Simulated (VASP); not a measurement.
A run of VASP 6.6.1 is set up as follows.

File INCAR:

```
PREC = Accurate
ENCUT = 520
EDIFF = 1E-6
ISMEAR = 0
SIGMA = 0.1
LREAL = Auto
LASPH = True
NELM = 60
ALGO = Normal
ISIF = 2
LWAVE = False
LCHARG = True
LDIPOL = True
IDIPOL = 3
DIPOL = 0.5 0.5 0.460
GGA = PE
IVDW = 12
LELF = True
LVHAR = True
LVACPOTAV = True
NBANDS = 134
```

Contents of KPOINTS:

```
Automatic mesh
0
Gamma
  3 3 1
```

POSCAR

```
Ti6B12H
1.0
    6.0074565210      0.0000000000      0.0000000000
    0.0000000000      6.3633101418      0.0000000000
    0.0000000000      0.0000000000     25.6868132791
B Ti H
24 12 2
Direct
    0.5000000000      0.2500000000      0.3114438491
    0.5000000000      0.7500000000      0.3114438491
    0.0000000000      0.2500000000      0.3114438491
    0.0000000000      0.7500000000      0.3114438491
    0.5000000000      0.2500000000      0.3789572188
    0.5000000000      0.7500000000      0.3789572188
    0.0000000000      0.2500000000      0.3789572188
    0.0000000000      0.7500000000      0.3789572188
    0.7500000000      0.2500000000      0.4127139036
    0.7500000000      0.7500000000      0.4127139036
    0.2500000000      0.2500000000      0.4127139036
    0.2500000000      0.7500000000      0.4127139036
    0.7500031274      0.2500000000      0.4809306776
    0.7500020878      0.7500000000      0.4809200642
    0.2499968726      0.2500000000      0.4809306776
    0.2499979122      0.7500000000      0.4809200642
    0.0000000000      0.2500000000      0.5146659159
    0.0000000000      0.7500000000      0.5146529404
    0.5000000000      0.2500000000      0.5146574899
    0.5000000000      0.7500000000      0.5146233208
    0.0000000000      0.2500000000      0.5801235437
    0.0000000000      0.7500000000      0.5801006313
    0.5000000000      0.2500000000      0.5801063202
    0.5000000000      0.7500000000      0.5800397664
    0.2500000000      0.0000000000      0.3452005340
    0.2500000000      0.5000000000      0.3452005340
    0.7500000000      0.0000000000      0.3452005340
    0.7500000000      0.5000000000      0.3452005340
    0.5000000000      0.0000045652      0.4470524995
    0.5000000000      0.4999954348      0.4470524995
    0.0000000000      0.0000014302      0.4470562415
    0.0000000000      0.4999985698      0.4470562415
    0.7499907461     -0.0000166627      0.5514965161
    0.7499907461      0.5000166627      0.5514965161
    0.2500092539     -0.0000166627      0.5514965161
    0.2500092539      0.5000166627      0.5514965161
    0.5000000000      0.7500000000      0.6893860739
    0.5000000000      0.7500000000      0.7186640003
```

Potentials or basis: VASP PAW PBE potentials, release 64 (B, Ti_sv, H).

Run with:

```sh
$ cat potpaw_PBE.64/B/POTCAR potpaw_PBE.64/Ti_sv/POTCAR potpaw_PBE.64/H/POTCAR > POTCAR
$ mpirun -np 1 vasp_std > vasp.out
```

Task: What does it give for the dispersion energy per atom?

Result: -0.294 eV.

Task: What does it give for the band gap on the k mesh?

Result: Zero (bands 109 and 110 overlap by 0.72 eV).

Task: Predict the largest force.

Result: 1.063 eV/Å.

Forces in eV/Å, atoms in the order of the input:
```
B    0.000  0.000  0.974
B    0.000  0.000  0.974
B    0.000  0.000  0.974
B    0.000  0.000  0.974
B    0.000  0.000 -0.211
B    0.000  0.000 -0.211
B    0.000  0.000 -0.211
B    0.000  0.000 -0.211
B    0.001  0.000  0.280
B    0.001  0.000  0.277
B   -0.001  0.000  0.280
B   -0.001  0.000  0.277
B    0.000  0.000  0.000
B    0.002  0.000  0.000
B    0.000  0.000  0.000
B   -0.002  0.000  0.000
B    0.000  0.000 -0.012
B    0.000  0.000 -0.012
B    0.000  0.000 -0.012
B    0.000  0.000 -0.012
B    0.000  0.000  0.013
B    0.000  0.000  0.015
B    0.000  0.000  0.015
B    0.000  0.000  0.016
Ti   0.000  0.000 -1.063
Ti   0.000  0.000 -1.063
Ti   0.000  0.000 -1.063
Ti   0.000  0.000 -1.063
Ti   0.000  0.000  0.010
Ti   0.000  0.000  0.010
Ti   0.000  0.000  0.010
Ti   0.000  0.000  0.010
Ti   0.001  0.001  0.010
Ti   0.001 -0.001  0.010
Ti  -0.001  0.001  0.010
Ti  -0.001 -0.001  0.010
H    0.000  0.000  0.017
H    0.000  0.000 -0.022
```
